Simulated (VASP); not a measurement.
# Bi in VASP: notebook

Bi is run at these levels: LDA; tasks: single point.

Everything below comes from runs of VASP 6.6.1. Logs are shortened: lines on timing, memory, paths and dates and some standing lists are left out, and cuts for length are marked.

### 1 The cell of the first run

The cell holds a slab with vacuum, 2 atoms: a = 4.284 Å, b = 4.284 Å, c = 28.000 Å, α = 90.00°, β = 90.00°, γ = 120.00°.

### 2 Single point, LDA

Contents of INCAR:

```
PREC     = Accurate       # precision mode
ENCUT    = 520            # plane-wave cutoff, eV
EDIFF    = 1E-7           # SCF threshold, eV
ISMEAR   = 0              # smearing method
SIGMA    = 0.02           # smearing width, eV
LREAL    = False          # projectors in reciprocal space
LASPH    = True           # aspherical terms in the spheres
NELM     = 60             # most SCF steps
ALGO     = Normal         # electronic algorithm
ISIF     = 2              # what is computed and relaxed
LWAVE    = False          # write WAVECAR
LCHARG   = False          # write CHGCAR
LDIPOL   = True         
IDIPOL   = 3            
DIPOL    = 0.5 0.5 0.500
GGA      = CA             # functional
NBANDS   = 22             # bands
```

Contents of KPOINTS:

```
regular mesh
0
Gamma
  9 9 1
```

Contents of POSCAR:

```
Bi
1.0
    4.2840000000      0.0000000000      0.0000000000
   -2.1420000000      3.7100528298      0.0000000000
    0.0000000000      0.0000000000     28.0000000000
Bi
2
Direct
    0.3333333333      0.6666666667      0.5065714286
    0.6666666667      0.3333333333      0.4934285714
```

Potentials or basis: VASP PAW LDA potentials, release 64 (Bi_d).

The run is started by

```bash
> cat potpaw_LDA.64/Bi_d/POTCAR > POTCAR
> mpirun -np 1 vasp_std > vasp.out
```

OUTCAR:

```text
PREC = Accurate
   ENCUT = 520
   EDIFF = 1E-7
   ISMEAR = 0
   LREAL = False
   LASPH = True
   NELM = 60
   ISIF = 2
   GGA = CA

 ion  position               nearest neighbor table
   1  0.333  0.667  0.507-   2 2.50   2 2.50   2 2.50
   2  0.667  0.333  0.493-   1 2.50   1 2.50   1 2.50

  LATTYP: Found a hexagonal cell.
 ALAT       =     4.2840000000
 C/A-ratio  =     6.5359477124

  Lattice vectors:

 A1 = (   4.2840000000,   0.0000000000,   0.0000000000)
 A2 = (  -2.1420000000,   3.7100528298,   0.0000000000)
 A3 = (   0.0000000000,   0.0000000000,  28.0000000000)

Analysis of symmetry for initial positions (statically):
=====================================================================
 Subroutine PRICEL returns:
 Original cell was already a primitive cell.

 Routine SETGRP: Setting up the symmetry group for a
 hexagonal supercell.

 Subroutine GETGRP returns: Found 12 space group operations
 (whereof 12 operations were pure point group operations)
 out of a pool of 24 trial point group operations.

The static configuration has the point symmetry D_3d.

Analysis of symmetry for dynamics (positions and initial velocities):
=====================================================================
 Subroutine PRICEL returns:
 Original cell was already a primitive cell.

 Routine SETGRP: Setting up the symmetry group for a
 hexagonal supercell.

 Subroutine GETGRP returns: Found 12 space group operations
 (whereof 12 operations were pure point group operations)
 out of a pool of 24 trial point group operations.

The dynamic configuration has the point symmetry D_3d.

 Subroutine INISYM returns: Found 12 space group operations
 (whereof 12 operations are pure point group operations),
 and found     1 'primitive' translations

----------------------------------------------------------------------------------------

                                     Primitive cell

  volume of cell :     445.0283

  direct lattice vectors                    reciprocal lattice vectors
     4.284000000  0.000000000  0.000000000     0.233426704  0.134768970  0.000000000
    -2.142000000  3.710052830  0.000000000     0.000000000  0.269537941  0.000000000
     0.000000000  0.000000000 28.000000000     0.000000000  0.000000000  0.035714286

  length of vectors
     4.284000000  4.284000000 28.000000000     0.269537941  0.269537941  0.035714286

  position of ions in fractional coordinates (direct lattice)
     0.333333333  0.666666667  0.506571429
     0.666666667  0.333333333  0.493428571

  ion indices of the primitive-cell ions
   primitive index   ion index
                 1           1
                 2           2

----------------------------------------------------------------------------------------

 KPOINTS: regular mesh

Automatic generation of k-mesh.
 Grid dimensions read from file:
 generate k-points for:    9    9    1

 Generating k-lattice:

  Cartesian coordinates                     Fractional coordinates (reciprocal lattice)
     0.025936300  0.014974330  0.000000000     0.111111111  0.000000000  0.000000000
     0.000000000  0.029948660  0.000000000     0.000000000  0.111111111  0.000000000
     0.000000000  0.000000000  0.035714286     0.000000000  0.000000000  1.000000000

  Length of vectors
     0.029948660  0.029948660  0.035714286

  Shift w.r.t. Gamma in fractional coordinates (k-lattice)
     0.000000000  0.000000000  0.000000000

 Subroutine IBZKPT returns following result:
 ===========================================

 Found     12 irreducible k-points:

 Following reciprocal coordinates:
            Coordinates               Weight
  0.000000  0.000000  0.000000      1.000000
  0.111111 -0.000000  0.000000      6.000000
  0.222222 -0.000000  0.000000      6.000000
  0.333333  0.000000  0.000000      6.000000
  0.444444 -0.000000  0.000000      6.000000
  0.111111  0.111111  0.000000      6.000000
  0.222222  0.111111  0.000000     12.000000
  0.333333  0.111111  0.000000     12.000000
  0.444444  0.111111  0.000000      6.000000
  0.222222  0.222222  0.000000      6.000000
  0.333333  0.222222  0.000000     12.000000
  0.333333  0.333333  0.000000      2.000000
   k-points           NKPTS =     12   k-points in BZ     NKDIM =     12   number of bands    NBANDS=     22
   number of dos      NEDOS =    301   number of ions     NIONS =      2
   total plane-waves  NPLWV = 215040
   dimension x,y,z NGX =    32 NGY =   32 NGZ =  210
   dimension x,y,z NGXF=    64 NGYF=   64 NGZF=  420
   ions per type =               2
   NGX,Y,Z   is equivalent  to a cutoff of  12.42, 12.42, 12.47 a.u.
   NGXF,Y,Z  is equivalent  to a cutoff of  24.84, 24.84, 24.94 a.u.
 SYSTEM =  unknown system
   PREC   = accura    normal or accurate (medium, high low for compatibility)
   ISTART =      0    job   : 0-new  1-cont  2-samecut
   ICHARG =      2    charge: 1-file 2-atom 10-const
   ISPIN  =      1    spin polarized calculation?
   LNONCOLLINEAR =      F non collinear calculations
   LSORBIT =      F    spin-orbit coupling
   LASPH  =      T    aspherical Exc in radial PAW
   ENCUT  =  520.0 eV  38.22 Ry    6.18 a.u.   7.97  7.97 52.06*2*pi/ulx,y,z
   NELM   =     60;   NELMIN=  2; NELMDL= -5     # of ELM steps
   EDIFF  = 0.1E-06   stopping-criterion for ELM
   LREAL  =      F    real-space projection
   EDIFFG = 0.1E-05   stopping-criterion for IOM
   NSW    =      0    number of steps for IOM
   IBRION =     -1    ionic relax: 0-MD 1-quasi-New 2-CG
   NFREE  =      0    steps in history (QN), initial steepest desc. (CG)
   ISIF   =      2    stress and relaxation
   ISYM   =      2    0-nonsym 1-usesym 2-fastsym
   POTIM  = 0.5000    time-step for ionic-motion
   TEBEG  =    0.0;   TEEND  =   0.0 temperature during run
   PSTRESS=    0.0 pullay stress
   NELECT =      30.0000    total number of electrons
   NUPDOWN=      -1.0000    fix difference up-down
   EMIN   =  10.00;   EMAX   =-10.00  energy-range for DOS
   EFERMI =   0.00;   METHOD = LEGACY
   ISMEAR =     0;   SIGMA  =   0.02  broadening in eV -4-tet -1-fermi 0-gaus
   EFERMI_NEDOS =   21; number of points for ismear=-14 and -15
   IALGO  =     38    algorithm
   IMIX   =      4    mixing-type and parameters
     AMIX     =   0.40;   BMIX     =  1.00
     AMIX_MAG =   1.60;   BMIX_MAG =  1.00
  volume/ion in A,a.u.               =     222.51      1501.60
  Fermi-wavevector in a.u.,A,eV,Ry     =   0.666274  1.259075  6.039908  0.443921
  Thomas-Fermi vector in A             =   1.740525
   LORBIT       =      0    0 simple, 1 ext, 2 COOP (PROOUT), +10 PAW based schemes
   GGA     = CA    functional components
   LHFCALC =     F    Hartree Fock is set to
   AEXX    =    0.0000 exact exchange contribution
   IVDW    =     0    specifies the selected vdW correction
   LEPSILON=     F    determine dielectric tensor
   LRPA    =     F    only Hartree local field effects (RPA)
 non-spin polarized calculation
 Gauss-broadening in eV      SIGMA  =   0.02
  energy-cutoff  :      520.00
  volume of cell :      445.03
 maximum number of plane-waves:     12042
 NGX is ok and might be reduce to    32
   NGX = 15   NGY = 15   NGZ =105

 number of electron      30.0000007 magnetization

 dipolmoment           0.000000      0.000000     -0.000000 electrons x Angstroem

 Free energy of the ion-electron system (eV)
  ---------------------------------------------------
  ext. energy  EPLUGINS =         0.00000000
  ---------------------------------------------------
  free energy    TOTEN  =        -4.12334647 eV

  energy without entropy =       -4.12128741  energy(sigma->0) =       -4.12231694

 E-fermi :  -2.4503     XC(G=0):  -1.8180

 val. band max:       -2.4523034523   @ k =   0.2222   0.1111   0.0000
 cond. band min:      -2.2150301569   @ k =   0.2222   0.2222   0.0000
 fundamental gap:      0.2372732953
 Fermi energy:        -2.4502732541

 k-point     1 :       0.0000    0.0000    0.0000
  band No.  band energies     occupation
      1     -26.5956      2.00000
      2     -26.5956      2.00000
      3     -26.3950      2.00000
      4     -26.2536      2.00000
      5     -26.2536      2.00000
      6     -25.6664      2.00000
[... 14 lines left out ...]
     21       1.8066      0.00000
     22       2.1166      0.00000

 k-point     2 :       0.1111   -0.0000    0.0000
  band No.  band energies     occupation
      1     -26.6623      2.00000
      2     -26.6505      2.00000
      3     -26.4159      2.00000
      4     -26.2142      2.00000
      5     -26.2067      2.00000
      6     -25.6508      2.00000
[... 14 lines left out ...]
     21       1.8693      0.00000
     22       2.2486      0.00000

 k-point     3 :       0.2222   -0.0000    0.0000
  band No.  band energies     occupation
      1     -26.7816      2.00000
      2     -26.7630      2.00000
      3     -26.4486      2.00000
      4     -26.1712      2.00000
      5     -26.1146      2.00000
      6     -25.6768      2.00000
[... 14 lines left out ...]
     21       2.2580      0.00000
     22       2.6387      0.00000

 k-point     4 :       0.3333    0.0000    0.0000
  band No.  band energies     occupation
      1     -26.8813      2.00000
      2     -26.8666      2.00000
      3     -26.4728      2.00000
      4     -26.1621      2.00000
      5     -26.0141      2.00000
      6     -25.7475      2.00000
[... 14 lines left out ...]
     21       3.2128      0.00000
     22       3.2279      0.00000

 k-point     5 :       0.4444   -0.0000    0.0000
  band No.  band energies     occupation
      1     -26.9358      2.00000
      2     -26.9258      2.00000
      3     -26.4848      2.00000
      4     -26.1658      2.00000
      5     -25.9180      2.00000
      6     -25.8293      2.00000
[... 117 lines left out ...]
 k-point    10 :       0.2222    0.2222    0.0000
  band No.  band energies     occupation
      1     -27.0388      2.00000
      2     -26.7341      2.00000
      3     -26.5106      2.00000
      4     -26.1582      2.00000
      5     -25.9944      2.00000
      6     -25.7884      2.00000
[... 14 lines left out ...]
     21       3.3304      0.00000
     22       3.7721      0.00000

 k-point    11 :       0.3333    0.2222    0.0000
  band No.  band energies     occupation
      1     -27.1092      2.00000
      2     -26.7101      2.00000
      3     -26.5419      2.00000
      4     -26.1674      2.00000
      5     -25.9261      2.00000
      6     -25.8512      2.00000
[... 14 lines left out ...]
     21       3.9714      0.00000
     22       4.2708      0.00000

 k-point    12 :       0.3333    0.3333    0.0000
  band No.  band energies     occupation
      1     -27.1447      2.00000
      2     -26.6168      2.00000
      3     -26.6168      2.00000
      4     -26.1720      2.00000
      5     -25.8909      2.00000
      6     -25.8909      2.00000
[... 14 lines left out ...]
     21       3.2246      0.00000
     22       4.6144      0.00000

------------------------ aborting loop because EDIFF is reached ----------------------------------------

 vacuum level on the upper side and lower side of the slab       (xc-potential included)        -0.007        -0.007

  FORCE on cell =-STRESS in cart. coord.  units (eV):
  Direction    XX          YY          ZZ          XY          YZ          ZX
  --------------------------------------------------------------------------------------
  -------------------------------------------------------------------------------------
  Total       23.5935440     23.5935440      0.9440348      0.0000000      0.0000000      0.0000000
  in kB       84.9407666     84.9407666      3.3986858      0.0000000      0.0000000      0.0000000
  external PRESSURE =      57.7600730 kB  Pullay stress =       0.0000000 kB

 VOLUME and BASIS-vectors are now :
 -----------------------------------------------------------------------------
  energy-cutoff  :      520.00
  volume of cell :      445.03
      direct lattice vectors                 reciprocal lattice vectors
     4.284000000  0.000000000  0.000000000     0.233426704  0.134768970  0.000000000
    -2.142000000  3.710052830  0.000000000     0.000000000  0.269537941  0.000000000
     0.000000000  0.000000000 28.000000000     0.000000000  0.000000000  0.035714286

 POSITION                                       TOTAL-FORCE (eV/Angst)
 -----------------------------------------------------------------------------------
     -0.00000      2.47337     14.18400        -0.000000      0.000000      2.659869
      2.14200      1.23668     13.81600         0.000000     -0.000000     -2.659869
 -----------------------------------------------------------------------------------
    total drift:                                0.000000      0.000000     -0.000000

  FREE ENERGIE OF THE ION-ELECTRON SYSTEM (eV)
  ---------------------------------------------------
  free  energy   TOTEN  =        -4.1233464734 eV

  energy  without entropy=       -4.1212874103  energy(sigma->0) =       -4.12231694

 vacuum level on the upper side and lower side of the slab         1.662         1.662
```

Run time: 3.2 min. Hardware: 1 thread of AMD EPYC 7R43 (Zen 3), shared host; peak memory 0.37 GiB.

Results:

```
Free energy            : -4.1233 eV
Largest force          : 2.660 eV/Å
Band gap on the k mesh : zero (band 15 reaches -2.21 eV, above the bottom of band 16 at -2.69 eV)
```

Forces in eV/Å, atoms in the order of the input:
```
Bi   0.000  0.000  2.660
Bi   0.000  0.000 -2.660
```

Levels at points of the mesh, in eV from the Fermi level:
```tsv
k point	band 13	band 14	band 15	band 16	band 17	band 18
(0.00, 0.00, 0.00)	-3.45	-2.63	-2.63	1.96	2.40	2.40
```

Caveat: spin-orbit coupling is left out, which moves the levels of the heavy elements.

(Part 1 of 2 ends here.)
